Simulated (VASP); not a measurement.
Here is a VASP 6.6.1 calculation.

INCAR

```
ALGO     = Normal         # electronic algorithm
DIPOL    = 0.5 0.5 0.337
EDIFF    = 1E-6           # SCF threshold, eV
ENCUT    = 520            # plane-wave cutoff, eV
GGA      = CA             # functional
IDIPOL   = 3            
ISIF     = 2              # what is computed and relaxed
ISMEAR   = 0              # smearing method
ISPIN    = 2              # spin polarisation
LASPH    = True           # aspherical terms in the spheres
LCHARG   = True           # write CHGCAR
LDIPOL   = True         
LELF     = True           # ELF
LORBIT   = 11             # projections on sites
LREAL    = False          # projectors in reciprocal space
LVACPOTAV= True         
LVHAR    = True         
LWAVE    = False          # write WAVECAR
MAGMOM   = 0 0 0 0 2      # initial moments
NBANDS   = 22             # bands
NELM     = 150            # most SCF steps
PREC     = Accurate       # precision mode
SIGMA    = 0.05           # smearing width, eV
```

File KPOINTS:

```
k-points
0
Gamma
  7 7 1
```

The input POSCAR:

```
Si
1.0
    3.8195065206      0.0000000000      0.0000000000
    0.0000000000      3.8195065206      0.0000000000
    0.0000000000      0.0000000000     21.0645252450
Si
5
Direct
    0.0000000000      0.5000000000      0.1898927203
    0.0000000000      0.0000000000      0.2540004780
    0.5000000000      0.0000000000      0.3202822601
    0.5000000000      0.5000000000      0.3828486591
    0.7500000000      0.7500000000      0.5380859579
```

Potentials or basis: VASP PAW LDA potentials, release 64 (Si).

Run with:

```console
$ cat potpaw_LDA.64/Si/POTCAR > POTCAR
$ mpirun -np 1 vasp_std > vasp.out
```

(1) Estimate the net moment.

(2) Predict the site moments.

(3) Predict the largest force.

## Answers

(1) 0.22 μB per cell.

(2) Si +0.00, +0.06 μB.

(3) 1.082 eV/Å.
